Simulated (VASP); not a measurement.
# MoS2 (P-3m1) in VASP: a series of runs

MoS2 is run at these levels: r2SCAN; tasks: single point.

Everything below comes from runs of VASP 6.6.1. Logs are shortened: lines on timing, memory, paths and dates and some standing lists are left out, and cuts for length are marked.

## 1. The cell of the first run

It takes space group P-3m1 (No. 164, trigonal). Conventional cell: a = 3.216 Å, b = 3.216 Å, c = 20.859 Å, α = 90.00°, β = 90.00°, γ = 120.00°. Within 3.3 Å of Mo (site symmetry 3m) lie 6 S at 2.42 Å and 6 Mo at 3.22 Å. Mo (site symmetry -3m) has 6 S at 2.42 Å and 6 Mo at 3.22 Å within 3.3 Å. Within 3.3 Å of S (site symmetry 3m) lie 3 Mo at 2.42 Å and 6 S at 3.22 Å. S (site symmetry 3m) has 3 Mo at 2.42 Å and 6 S at 3.22 Å within 3.3 Å. S (site symmetry 3m) has 3 Mo at 2.42 Å and 6 S at 3.22 Å within 3.3 Å.

## 2. Single point, r2SCAN (the distance across one plane changed)

POSCAR reads:

```
MoS2
1.0
   -3.2157181443      0.0000000000      0.0000000000
   -1.6078590721     -2.7848936044      0.0000000000
    0.0000000000      0.0000000000     20.8592766949
Mo S
3 6
Direct
    0.6666666667      0.6666666667      0.1507016350
    0.0000000000      0.0000000000      0.7534479006
    0.3333333333      0.3333333333      0.4520747678
    0.6666666667      0.6666666667      0.8279655145
    1.0000000000      0.0000000000      0.5265923817
    0.3333333333      0.3333333333      0.2252192489
    0.6666666667      0.6666666667      0.3775571539
    1.0000000000      0.0000000000      0.0761840211
    0.3333333333      0.3333333333      0.6789302867
```

INCAR.step1 reads:

```
  PREC = Accurate
  ENCUT = 550
  ISMEAR = 0
  SIGMA = 0.15
  LREAL = False
  LASPH = True
  NELM = 120
  NBANDS = 49
  GGA = PE
  ALGO = Normal
  EDIFF = 1E-5
  LWAVE = True
  LCHARG = False
  GGA_COMPAT = False
  KPAR = 4
```

INCAR.step2 reads:

```
  PREC = Accurate
  ENCUT = 550
  EDIFF = 1E-6
  ISMEAR = 0
  SIGMA = 0.15
  LREAL = False
  LASPH = True
  NELM = 120
  ALGO = Normal
  ISIF = 2
  LWAVE = False
  LCHARG = False
  METAGGA = R2SCAN
  LMIXTAU = True
  NBANDS = 49
  ISTART = 1
  GGA_COMPAT = False
  KPAR = 4
```

KPOINTS reads:

```
regular mesh
0
Gamma
  17 17 3
```

Potentials or basis: VASP PAW PBE potentials, release 64 (Mo_sv, S).

Run with:

```sh
$ cat potpaw_PBE.64/Mo_sv/POTCAR potpaw_PBE.64/S/POTCAR > POTCAR
$ cp INCAR.step1 INCAR
$ mpirun -np 4 vasp_std > vasp.out
$ cp INCAR.step2 INCAR
$ mpirun -np 4 vasp_std > vasp.out
```

OUTCAR:

```text
PREC = Accurate
   ENCUT = 550
   EDIFF = 1E-6
   ISMEAR = 0
   LREAL = False
   LASPH = True
   NELM = 120
   ISIF = 2
   METAGGA = R2SCAN
   ISTART = 1

 ion  position               nearest neighbor table
   1  0.667  0.667  0.151-   8 2.42   6 2.42   6 2.42   8 2.42   8 2.42   6 2.42
   2  0.000  0.000  0.753-   4 2.42   9 2.42   4 2.42   9 2.42   4 2.42   9 2.42
   3  0.333  0.333  0.452-   5 2.42   7 2.42   7 2.42   5 2.42   5 2.42   7 2.42
   4  0.667  0.667  0.828-   2 2.42   2 2.42   2 2.42
   5  0.000  0.000  0.527-   3 2.42   3 2.42   3 2.42
   6  0.333  0.333  0.225-   1 2.42   1 2.42   1 2.42
   7  0.667  0.667  0.378-   3 2.42   3 2.42   3 2.42
   8  0.000  0.000  0.076-   1 2.42   1 2.42   1 2.42
   9  0.333  0.333  0.679-   2 2.42   2 2.42   2 2.42

  LATTYP: Found a hexagonal cell.
 ALAT       =     3.2157181443
 C/A-ratio  =     6.4866620017

  Lattice vectors:

 A1 = (   1.6078590721,   2.7848936044,   0.0000000000)
 A2 = (  -3.2157181443,   0.0000000000,   0.0000000000)
 A3 = (   0.0000000000,   0.0000000000,  20.8592766949)

Analysis of symmetry for initial positions (statically):
=====================================================================
 Subroutine PRICEL returns:
 Original cell was already a primitive cell.

 Routine SETGRP: Setting up the symmetry group for a
 hexagonal supercell.

 Subroutine GETGRP returns: Found 12 space group operations
 (whereof  6 operations were pure point group operations)
 out of a pool of 24 trial point group operations.

The static configuration has the point symmetry C_3v.
 The point group associated with its full space group is D_3d.

Analysis of symmetry for dynamics (positions and initial velocities):
=====================================================================
 Subroutine PRICEL returns:
 Original cell was already a primitive cell.

 Routine SETGRP: Setting up the symmetry group for a
 hexagonal supercell.

 Subroutine GETGRP returns: Found 12 space group operations
 (whereof  6 operations were pure point group operations)
 out of a pool of 24 trial point group operations.

The dynamic configuration has the point symmetry C_3v.
 The point group associated with its full space group is D_3d.

 Subroutine INISYM returns: Found 12 space group operations
 (whereof  6 operations are pure point group operations),
 and found     1 'primitive' translations

----------------------------------------------------------------------------------------

                                     Primitive cell

  volume of cell :     186.8039

  direct lattice vectors                    reciprocal lattice vectors
    -3.215718144  0.000000000  0.000000000    -0.310972528  0.179540073  0.000000000
    -1.607859072 -2.784893604  0.000000000     0.000000000 -0.359080145  0.000000000
     0.000000000  0.000000000 20.859276695     0.000000000  0.000000000  0.047940301

  length of vectors
     3.215718144  3.215718144 20.859276695     0.359080145  0.359080145  0.047940301

  position of ions in fractional coordinates (direct lattice)
     0.666666667  0.666666667  0.150701635
     0.000000000  0.000000000  0.753447901
     0.333333333  0.333333333  0.452074768
     0.666666667  0.666666667  0.827965515
     0.000000000  0.000000000  0.526592382
     0.333333333  0.333333333  0.225219249
     0.666666667  0.666666667  0.377557154
     0.000000000  0.000000000  0.076184021
     0.333333333  0.333333333  0.678930287

  ion indices of the primitive-cell ions
   primitive index   ion index
                 1           1
                 2           2
                 3           3
                 4           4
                 5           5
                 6           6
                 7           7
                 8           8
                 9           9

----------------------------------------------------------------------------------------

 KPOINTS: regular mesh

Automatic generation of k-mesh.
 Grid dimensions read from file:
 generate k-points for:   17   17    3

 Generating k-lattice:

  Cartesian coordinates                     Fractional coordinates (reciprocal lattice)
    -0.018292502  0.010561181  0.000000000     0.058823529  0.000000000  0.000000000
     0.000000000 -0.021122361  0.000000000     0.000000000  0.058823529  0.000000000
     0.000000000  0.000000000  0.015980100     0.000000000  0.000000000  0.333333333

  Length of vectors
     0.021122361  0.021122361  0.015980100

  Shift w.r.t. Gamma in fractional coordinates (k-lattice)
     0.000000000  0.000000000  0.000000000

 Subroutine IBZKPT returns following result:
 ===========================================

 Found     90 irreducible k-points:

 Following reciprocal coordinates:
            Coordinates               Weight
  0.000000  0.000000  0.000000      1.000000
  0.058824  0.000000  0.000000      6.000000
  0.117647  0.000000  0.000000      6.000000
  0.176471  0.000000  0.000000      6.000000
  0.235294  0.000000  0.000000      6.000000
  0.294118  0.000000  0.000000      6.000000
[... 16 lines left out ...]
 -0.470588  0.117647  0.000000     12.000000
  0.352941  0.176471  0.000000      6.000000
 [... further k-points ...]
   k-points           NKPTS =     90   k-points in BZ     NKDIM =     90   number of bands    NBANDS=     49
   number of dos      NEDOS =    301   number of ions     NIONS =      9
   total plane-waves  NPLWV = 125440
   dimension x,y,z NGX =    28 NGY =   28 NGZ =  160
   dimension x,y,z NGXF=    56 NGYF=   56 NGZF=  320
   ions per type =               3   6
   NGX,Y,Z   is equivalent  to a cutoff of  14.48, 14.48, 12.75 a.u.
   NGXF,Y,Z  is equivalent  to a cutoff of  28.95, 28.95, 25.50 a.u.
 SYSTEM =  unknown system
   PREC   = accura    normal or accurate (medium, high low for compatibility)
   ISTART =      1    job   : 0-new  1-cont  2-samecut
   ICHARG =      0    charge: 1-file 2-atom 10-const
   ISPIN  =      1    spin polarized calculation?
   LNONCOLLINEAR =      F non collinear calculations
   LSORBIT =      F    spin-orbit coupling
   LASPH  =      T    aspherical Exc in radial PAW
   ENCUT  =  550.0 eV  40.42 Ry    6.36 a.u.   6.15  6.15 39.89*2*pi/ulx,y,z
   NELM   =    120;   NELMIN=  2; NELMDL=  0     # of ELM steps
   EDIFF  = 0.1E-05   stopping-criterion for ELM
   LREAL  =      F    real-space projection
   EDIFFG = 0.1E-04   stopping-criterion for IOM
   NSW    =      0    number of steps for IOM
   IBRION =     -1    ionic relax: 0-MD 1-quasi-New 2-CG
   NFREE  =      0    steps in history (QN), initial steepest desc. (CG)
   ISIF   =      2    stress and relaxation
   ISYM   =      2    0-nonsym 1-usesym 2-fastsym
   POTIM  = 0.5000    time-step for ionic-motion
   TEBEG  =    0.0;   TEEND  =   0.0 temperature during run
   PSTRESS=    0.0 pullay stress
   NELECT =      78.0000    total number of electrons
   NUPDOWN=      -1.0000    fix difference up-down
   EMIN   =  10.00;   EMAX   =-10.00  energy-range for DOS
   EFERMI =   0.00;   METHOD = LEGACY
   ISMEAR =     0;   SIGMA  =   0.15  broadening in eV -4-tet -1-fermi 0-gaus
   EFERMI_NEDOS =   21; number of points for ismear=-14 and -15
   IALGO  =     38    algorithm
   IMIX   =      4    mixing-type and parameters
     AMIX     =   0.40;   BMIX     =  1.00
     AMIX_MAG =   1.60;   BMIX_MAG =  1.00
  volume/ion in A,a.u.               =      20.76       140.07
  Fermi-wavevector in a.u.,A,eV,Ry     =   1.223614  2.312295 20.371066  1.497231
  Thomas-Fermi vector in A             =   2.358718
   LORBIT       =      0    0 simple, 1 ext, 2 COOP (PROOUT), +10 PAW based schemes
   METAGGA = R2SCAN    functional components
   LHFCALC =     F    Hartree Fock is set to
   AEXX    =    0.0000 exact exchange contribution
   IVDW    =     0    specifies the selected vdW correction
   LEPSILON=     F    determine dielectric tensor
   LRPA    =     F    only Hartree local field effects (RPA)
 non-spin polarized calculation
 Gauss-broadening in eV      SIGMA  =   0.15
  energy-cutoff  :      550.00
  volume of cell :      186.80
 maximum number of plane-waves:      5506
 NGX is ok and might be reduce to    28
   NGX = 13   NGY = 13   NGZ = 79

 number of electron      78.0000000 magnetization

 Free energy of the ion-electron system (eV)
  ---------------------------------------------------
  ext. energy  EPLUGINS =         0.00000000
  ---------------------------------------------------
  free energy    TOTEN  =      -132.44349733 eV

  energy without entropy =     -132.40375411  energy(sigma->0) =     -132.42362572

 E-fermi :   5.8038     XC(G=0): -10.3215

 val. band max:        5.7856367066   @ k =   0.3529   0.1765   0.0000
 cond. band min:       5.8359117614   @ k =   0.4706   0.2353   0.3333
 fundamental gap:      0.0502750548
 Fermi energy:         5.8037911767

 k-point     1 :       0.0000    0.0000    0.0000
  band No.  band energies     occupation
      1     -58.0062      2.00000
      2     -58.0062      2.00000
      3     -57.9924      2.00000
      4     -31.3085      2.00000
      5     -31.3084      2.00000
      6     -31.3005      2.00000
[... 41 lines left out ...]
     48       9.2156      0.00000
     49       9.2157      0.00000

 k-point     2 :       0.0588    0.0000    0.0000
  band No.  band energies     occupation
      1     -58.0050      2.00000
      2     -58.0050      2.00000
      3     -57.9912      2.00000
      4     -31.3060      2.00000
      5     -31.3060      2.00000
      6     -31.2980      2.00000
[... 41 lines left out ...]
     48       9.0690      0.00000
     49       9.1496      0.00000

 k-point     3 :       0.1176    0.0000    0.0000
  band No.  band energies     occupation
      1     -58.0015      2.00000
      2     -58.0015      2.00000
      3     -57.9877      2.00000
      4     -31.3183      2.00000
      5     -31.3183      2.00000
      6     -31.3020      2.00000
[... 1081 lines left out ...]
     48       9.0096      0.00000
     49      10.0389      0.00000

 k-point    24 :       0.3529    0.1765    0.0000
  band No.  band energies     occupation
      1     -57.9818      2.00000
      2     -57.9818      2.00000
      3     -57.9680      2.00000
      4     -31.4928      2.00000
      5     -31.4928      2.00000
      6     -31.4765      2.00000
[... 41 lines left out ...]
     48       8.4022      0.00000
     49       9.3397      0.00000

 [... further k-points ...]

------------------------ aborting loop because EDIFF is reached ----------------------------------------

  FORCE on cell =-STRESS in cart. coord.  units (eV):
  Direction    XX          YY          ZZ          XY          YZ          ZX
  --------------------------------------------------------------------------------------
  -------------------------------------------------------------------------------------
  Total        0.0444963      0.0444963     -0.0030531     -0.0000000      0.0000000     -0.0000000
  in kB        0.3816355      0.3816355     -0.0261860     -0.0000000      0.0000000     -0.0000000
  external PRESSURE =       0.2456950 kB  Pullay stress =       0.0000000 kB

 VOLUME and BASIS-vectors are now :
 -----------------------------------------------------------------------------
  energy-cutoff  :      550.00
  volume of cell :      186.80
      direct lattice vectors                 reciprocal lattice vectors
    -3.215718144  0.000000000  0.000000000    -0.310972528  0.179540073  0.000000000
    -1.607859072 -2.784893604  0.000000000     0.000000000 -0.359080145  0.000000000
     0.000000000  0.000000000 20.859276695     0.000000000  0.000000000  0.047940301

 POSITION                                       TOTAL-FORCE (eV/Angst)
 -----------------------------------------------------------------------------------
     -3.21572     -1.85660      3.14353         0.000000      0.000000      0.005675
      0.00000      0.00000     15.71638         0.000000     -0.000000     -0.005675
     -1.60786     -0.92830      9.42995        -0.000000      0.000000     -0.000000
     -3.21572     -1.85660     17.27076         0.000000     -0.000000      0.022284
      0.00000      0.00000     10.98434         0.000000     -0.000000      0.011773
     -1.60786     -0.92830      4.69791        -0.000000     -0.000000      0.007565
     -3.21572     -1.85660      7.87557        -0.000000     -0.000000     -0.011773
      0.00000      0.00000      1.58914        -0.000000     -0.000000     -0.022284
     -1.60786     -0.92830     14.16199         0.000000     -0.000000     -0.007565
 -----------------------------------------------------------------------------------
    total drift:                                0.000000      0.000000     -0.000032

  FREE ENERGIE OF THE ION-ELECTRON SYSTEM (eV)
  ---------------------------------------------------
  free  energy   TOTEN  =      -132.4434973306 eV

  energy  without entropy=     -132.4037541088  energy(sigma->0) =     -132.42362572
```

It took 11 min on 4 MPI ranks of Intel Xeon 6975P-C (Granite Rapids), shared host; peak memory 0.82 GiB.

Results:

```
Free energy            : -132.4435 eV
Pressure               : 0.0 GPa
Largest force          : 0.022 eV/Å
Band gap on the k mesh : zero (bands 39 and 40 overlap by 0.82 eV)
```

Forces on the atoms (eV/Å):
```
Mo   0.000  0.000  0.006
Mo   0.000  0.000 -0.006
Mo   0.000  0.000  0.000
S    0.000  0.000  0.022
S    0.000  0.000  0.012
S    0.000  0.000  0.008
S    0.000  0.000 -0.012
S    0.000  0.000 -0.022
S    0.000  0.000 -0.008
```

Caveat: the cell differs from its parent crystal (the distance across one plane changed); the PAW data sets were made with another functional, which shifts forces and pressure a little.

(Continued in part 2 of 2.)

The gap in the log of VASP goes by the Fermi energy; the results here count the filled bands.